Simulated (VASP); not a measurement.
# MoS2 in VASP: notebook

The runs below take MoS2 through single point, with PBEsol.

Program: VASP 6.6.1. These are calculated values, not measurements. Logs are shortened: lines on timing, memory, paths and dates and some standing lists are left out, and cuts for length are marked.

## Step 1: The cell of the first run

The cell holds a slab with vacuum, 9 atoms: a = 3.141 Å, b = 3.141 Å, c = 28.014 Å, α = 90.00°, β = 90.00°, γ = 120.00°.

## Step 2: Single point, PBEsol

INCAR reads:

```
PREC = Accurate ; ENCUT = 520
EDIFF = 1E-6 ; ISMEAR = 0
SIGMA = 0.05 ; LREAL = False
LASPH = True ; NELM = 100
ALGO = Normal ; ISIF = 2
LWAVE = False ; LCHARG = False
GGA = PS ; NBANDS = 49
```

KPOINTS reads:

```
Automatic mesh
0
Gamma
  12 12 1
```

POSCAR reads:

```
MoS2
1.0
    3.1407285108      0.0000000000      0.0000000000
   -1.5703642554      2.7199506767      0.0000000000
    0.0000000000      0.0000000000     28.0139064959
Mo S
3 6
Direct
    0.6666666667      0.3333333333      0.0000000000
    0.3333333333      0.6666666667      0.7755311770
    0.3333333333      0.6666666667      0.2244688230
    0.3333333333      0.6666666667      0.0529836589
    0.6666666667      0.3333333333      0.8285196442
    0.6666666667      0.3333333333      0.2774070042
    0.3333333333      0.6666666667      0.9416618577
    0.6666666667      0.3333333333      0.7172385124
    0.6666666667      0.3333333333      0.1661258724
```

Potentials or basis: VASP PAW PBE potentials, release 64 (Mo_sv, S).

On the command line:

```console
cat potpaw_PBE.64/Mo_sv/POTCAR potpaw_PBE.64/S/POTCAR > POTCAR
mpirun -np 1 vasp_std > vasp.out
```

OUTCAR:

```text
PREC = Accurate
   ENCUT = 520
   EDIFF = 1E-6
   ISMEAR = 0
   LREAL = False
   LASPH = True
   NELM = 100
   ISIF = 2
   GGA = PS

 ion  position               nearest neighbor table
   1  0.667  0.333  0.000-   4 2.34   4 2.34   4 2.34   7 2.44   7 2.44   7 2.44
   2  0.333  0.667  0.776-   5 2.34   5 2.34   5 2.34   8 2.44   8 2.44   8 2.44
   3  0.333  0.667  0.224-   6 2.34   6 2.34   6 2.34   9 2.44   9 2.44   9 2.44
   4  0.333  0.667  0.053-   1 2.34   1 2.34   1 2.34
   5  0.667  0.333  0.829-   2 2.34   2 2.34   2 2.34
   6  0.667  0.333  0.277-   3 2.34   3 2.34   3 2.34
   7  0.333  0.667  0.942-   1 2.44   1 2.44   1 2.44
   8  0.667  0.333  0.717-   2 2.44   2 2.44   2 2.44
   9  0.667  0.333  0.166-   3 2.44   3 2.44   3 2.44

  LATTYP: Found a hexagonal cell.
 ALAT       =     3.1407285108
 C/A-ratio  =     8.9195568479

  Lattice vectors:

 A1 = (   3.1407285108,   0.0000000000,   0.0000000000)
 A2 = (  -1.5703642554,   2.7199506767,   0.0000000000)
 A3 = (   0.0000000000,   0.0000000000,  28.0139064959)

Analysis of symmetry for initial positions (statically):
=====================================================================
 Subroutine PRICEL returns:
 Original cell was already a primitive cell.

 Routine SETGRP: Setting up the symmetry group for a
 hexagonal supercell.

 Subroutine GETGRP returns: Found  6 space group operations
 (whereof  6 operations were pure point group operations)
 out of a pool of 24 trial point group operations.

The static configuration has the point symmetry C_3v.

Analysis of symmetry for dynamics (positions and initial velocities):
=====================================================================
 Subroutine PRICEL returns:
 Original cell was already a primitive cell.

 Routine SETGRP: Setting up the symmetry group for a
 hexagonal supercell.

 Subroutine GETGRP returns: Found  6 space group operations
 (whereof  6 operations were pure point group operations)
 out of a pool of 24 trial point group operations.

The dynamic configuration has the point symmetry C_3v.

 Subroutine INISYM returns: Found  6 space group operations
 (whereof  6 operations are pure point group operations),
 and found     1 'primitive' translations

----------------------------------------------------------------------------------------

                                     Primitive cell

  volume of cell :     239.3123

  direct lattice vectors                    reciprocal lattice vectors
     3.140728511  0.000000000  0.000000000     0.318397466  0.183826863  0.000000000
    -1.570364255  2.719950677  0.000000000     0.000000000  0.367653726  0.000000000
     0.000000000  0.000000000 28.013906496     0.000000000  0.000000000  0.035696557

  length of vectors
     3.140728511  3.140728511 28.013906496     0.367653726  0.367653726  0.035696557

  position of ions in fractional coordinates (direct lattice)
     0.666666667  0.333333333  0.000000000
     0.333333333  0.666666667  0.775531177
     0.333333333  0.666666667  0.224468823
     0.333333333  0.666666667  0.052983659
     0.666666667  0.333333333  0.828519644
     0.666666667  0.333333333  0.277407004
     0.333333333  0.666666667  0.941661858
     0.666666667  0.333333333  0.717238512
     0.666666667  0.333333333  0.166125872

  ion indices of the primitive-cell ions
   primitive index   ion index
                 1           1
                 2           2
                 3           3
                 4           4
                 5           5
                 6           6
                 7           7
                 8           8
                 9           9

----------------------------------------------------------------------------------------

 KPOINTS: Automatic mesh

Automatic generation of k-mesh.
 Grid dimensions read from file:
 generate k-points for:   12   12    1

 Generating k-lattice:

  Cartesian coordinates                     Fractional coordinates (reciprocal lattice)
     0.026533122  0.015318905  0.000000000     0.083333333  0.000000000  0.000000000
     0.000000000  0.030637810  0.000000000     0.000000000  0.083333333  0.000000000
     0.000000000  0.000000000  0.035696557     0.000000000  0.000000000  1.000000000

  Length of vectors
     0.030637810  0.030637810  0.035696557

  Shift w.r.t. Gamma in fractional coordinates (k-lattice)
     0.000000000  0.000000000  0.000000000

 Subroutine IBZKPT returns following result:
 ===========================================

 Found     19 irreducible k-points:

 Following reciprocal coordinates:
            Coordinates               Weight
  0.000000  0.000000  0.000000      1.000000
  0.083333  0.000000  0.000000      6.000000
  0.166667  0.000000  0.000000      6.000000
  0.250000  0.000000  0.000000      6.000000
  0.333333 -0.000000  0.000000      6.000000
  0.416667  0.000000  0.000000      6.000000
[... 11 lines left out ...]
  0.333333  0.250000  0.000000     12.000000
  0.333333  0.333333  0.000000      2.000000
   k-points           NKPTS =     19   k-points in BZ     NKDIM =     19   number of bands    NBANDS=     49
   number of dos      NEDOS =    301   number of ions     NIONS =      9
   total plane-waves  NPLWV = 120960
   dimension x,y,z NGX =    24 NGY =   24 NGZ =  210
   dimension x,y,z NGXF=    48 NGYF=   48 NGZF=  420
   ions per type =               3   6
   NGX,Y,Z   is equivalent  to a cutoff of  12.70, 12.70, 12.46 a.u.
   NGXF,Y,Z  is equivalent  to a cutoff of  25.41, 25.41, 24.92 a.u.
 SYSTEM =  unknown system
   PREC   = accura    normal or accurate (medium, high low for compatibility)
   ISTART =      0    job   : 0-new  1-cont  2-samecut
   ICHARG =      2    charge: 1-file 2-atom 10-const
   ISPIN  =      1    spin polarized calculation?
   LNONCOLLINEAR =      F non collinear calculations
   LSORBIT =      F    spin-orbit coupling
   LASPH  =      T    aspherical Exc in radial PAW
   ENCUT  =  520.0 eV  38.22 Ry    6.18 a.u.   5.84  5.84 52.09*2*pi/ulx,y,z
   NELM   =    100;   NELMIN=  2; NELMDL= -5     # of ELM steps
   EDIFF  = 0.1E-05   stopping-criterion for ELM
   LREAL  =      F    real-space projection
   EDIFFG = 0.1E-04   stopping-criterion for IOM
   NSW    =      0    number of steps for IOM
   IBRION =     -1    ionic relax: 0-MD 1-quasi-New 2-CG
   NFREE  =      0    steps in history (QN), initial steepest desc. (CG)
   ISIF   =      2    stress and relaxation
   ISYM   =      2    0-nonsym 1-usesym 2-fastsym
   POTIM  = 0.5000    time-step for ionic-motion
   TEBEG  =    0.0;   TEEND  =   0.0 temperature during run
   PSTRESS=    0.0 pullay stress
   NELECT =      78.0000    total number of electrons
   NUPDOWN=      -1.0000    fix difference up-down
   EMIN   =  10.00;   EMAX   =-10.00  energy-range for DOS
   EFERMI =   0.00;   METHOD = LEGACY
   ISMEAR =     0;   SIGMA  =   0.05  broadening in eV -4-tet -1-fermi 0-gaus
   EFERMI_NEDOS =   21; number of points for ismear=-14 and -15
   IALGO  =     38    algorithm
   IMIX   =      4    mixing-type and parameters
     AMIX     =   0.40;   BMIX     =  1.00
     AMIX_MAG =   1.60;   BMIX_MAG =  1.00
  volume/ion in A,a.u.               =      26.59       179.44
  Fermi-wavevector in a.u.,A,eV,Ry     =   1.126639  2.129038 17.270076  1.269315
  Thomas-Fermi vector in A             =   2.263321
   LORBIT       =      0    0 simple, 1 ext, 2 COOP (PROOUT), +10 PAW based schemes
   GGA     = PS    functional components
   LHFCALC =     F    Hartree Fock is set to
   AEXX    =    0.0000 exact exchange contribution
   IVDW    =     0    specifies the selected vdW correction
   LEPSILON=     F    determine dielectric tensor
   LRPA    =     F    only Hartree local field effects (RPA)
 non-spin polarized calculation
 Gauss-broadening in eV      SIGMA  =   0.05
  energy-cutoff  :      520.00
  volume of cell :      239.31
 maximum number of plane-waves:      6500
 NGX is ok and might be reduce to    24
   NGX = 11   NGY = 11   NGZ =105

 number of electron      78.0000001 magnetization

 Free energy of the ion-electron system (eV)
  ---------------------------------------------------
  ext. energy  EPLUGINS =         0.00000000
  ---------------------------------------------------
  free energy    TOTEN  =       -70.06783279 eV

  energy without entropy =      -70.06783279  energy(sigma->0) =      -70.06783279

 E-fermi :   3.4376     XC(G=0):  -7.6717

 val. band max:        3.1053772148   @ k =   0.0000   0.0000   0.0000
 cond. band min:       4.1571313862   @ k =   0.1667   0.1667   0.0000
 fundamental gap:      1.0517541715
 Fermi energy:         3.4375838588

 k-point     1 :       0.0000    0.0000    0.0000
  band No.  band energies     occupation
      1     -58.2557      2.00000
      2     -58.1379      2.00000
      3     -58.0162      2.00000
      4     -32.4693      2.00000
      5     -32.3511      2.00000
      6     -32.2295      2.00000
[... 41 lines left out ...]
     48       5.8847      0.00000
     49       5.8939      0.00000

 k-point     2 :       0.0833    0.0000    0.0000
  band No.  band energies     occupation
      1     -58.2526      2.00000
      2     -58.1348      2.00000
      3     -58.0131      2.00000
      4     -32.4634      2.00000
      5     -32.3453      2.00000
      6     -32.2369      2.00000
[... 41 lines left out ...]
     48       5.7810      0.00000
     49       5.7845      0.00000

 k-point     3 :       0.1667    0.0000    0.0000
  band No.  band energies     occupation
      1     -58.2443      2.00000
      2     -58.1265      2.00000
      3     -58.0048      2.00000
      4     -32.4474      2.00000
      5     -32.3292      2.00000
      6     -32.3181      2.00000
[... 821 lines left out ...]
     48       6.1293      0.00000
     49       7.3023      0.00000

 k-point    19 :       0.3333    0.3333    0.0000
  band No.  band energies     occupation
      1     -58.2043      2.00000
      2     -58.0865      2.00000
      3     -57.9648      2.00000
      4     -32.5348      2.00000
      5     -32.4839      2.00000
      6     -32.4173      2.00000
[... 41 lines left out ...]
     48       6.2963      0.00000
     49       7.6002      0.00000

------------------------ aborting loop because EDIFF is reached ----------------------------------------

  FORCE on cell =-STRESS in cart. coord.  units (eV):
  Direction    XX          YY          ZZ          XY          YZ          ZX
  --------------------------------------------------------------------------------------
  -------------------------------------------------------------------------------------
  Total        0.6165832      0.6165832      0.4010717      0.0000000     -0.0000000      0.0000000
  in kB        4.1279762      4.1279762      2.6851434      0.0000000     -0.0000000      0.0000000
  external PRESSURE =       3.6470319 kB  Pullay stress =       0.0000000 kB

 VOLUME and BASIS-vectors are now :
 -----------------------------------------------------------------------------
  energy-cutoff  :      520.00
  volume of cell :      239.31
      direct lattice vectors                 reciprocal lattice vectors
     3.140728511  0.000000000  0.000000000     0.318397466  0.183826863  0.000000000
    -1.570364255  2.719950677  0.000000000     0.000000000  0.367653726  0.000000000
     0.000000000  0.000000000 28.013906496     0.000000000  0.000000000  0.035696557

 POSITION                                       TOTAL-FORCE (eV/Angst)
 -----------------------------------------------------------------------------------
      1.57036      0.90665      0.00000        -0.000000     -0.000000     -2.326523
     -0.00000      1.81330     21.72566         0.000000      0.000000     -2.339502
     -0.00000      1.81330      6.28825         0.000000      0.000000     -2.340937
     -0.00000      1.81330      1.48428         0.000000     -0.000000      1.269005
      1.57036      0.90665     23.21007        -0.000000      0.000000      1.271633
      1.57036      0.90665      7.77125         0.000000     -0.000000      1.283102
     -0.00000      1.81330     26.37963         0.000000      0.000000      1.057557
      1.57036      0.90665     20.09265         0.000000      0.000000      1.068044
      1.57036      0.90665      4.65383         0.000000      0.000000      1.057621
 -----------------------------------------------------------------------------------
    total drift:                                0.000000     -0.000000      0.000057

  FREE ENERGIE OF THE ION-ELECTRON SYSTEM (eV)
  ---------------------------------------------------
  free  energy   TOTEN  =       -70.0678327921 eV

  energy  without entropy=      -70.0678327921  energy(sigma->0) =      -70.06783279
```

It took 11 min on 1 thread of AMD EPYC 7R43 (Zen 3), shared host; peak memory 0.38 GiB.

What came out:

- Free energy: -70.0678 eV
- Largest force: 2.341 eV/Å
- Band gap on the k mesh: 1.05 eV (least direct gap 1.57 eV)

Forces in eV/Å, atoms in the order of the input:
```
Mo   0.000  0.000 -2.327
Mo   0.000  0.000 -2.340
Mo   0.000  0.000 -2.341
S    0.000  0.000  1.269
S    0.000  0.000  1.272
S    0.000  0.000  1.283
S    0.000  0.000  1.058
S    0.000  0.000  1.068
S    0.000  0.000  1.058
```

Levels at points of the mesh, in eV from the valence-band top:
```csv
k point,band 36,band 37,band 38,band 39,band 40,band 41,band 42,band 43
"(0.00, 0.00, 0.00)",-1.82,-0.69,-0.32,0.00,2.10,2.10,2.20,2.20
"(0.50, 0.00, 0.00)",-1.32,-1.28,-1.21,-1.06,1.73,1.85,1.97,2.19
```

Caveat: the cell differs from its parent crystal (all S atoms moved +0.075 Å, as atom 4 towards its neighbour atom 7 (S) at 3.119 Å); there is no dipole correction, which matters where the two faces differ; the PAW data sets were made with another functional, which shifts forces and pressure a little.

(Continued in part 2 of 2.)
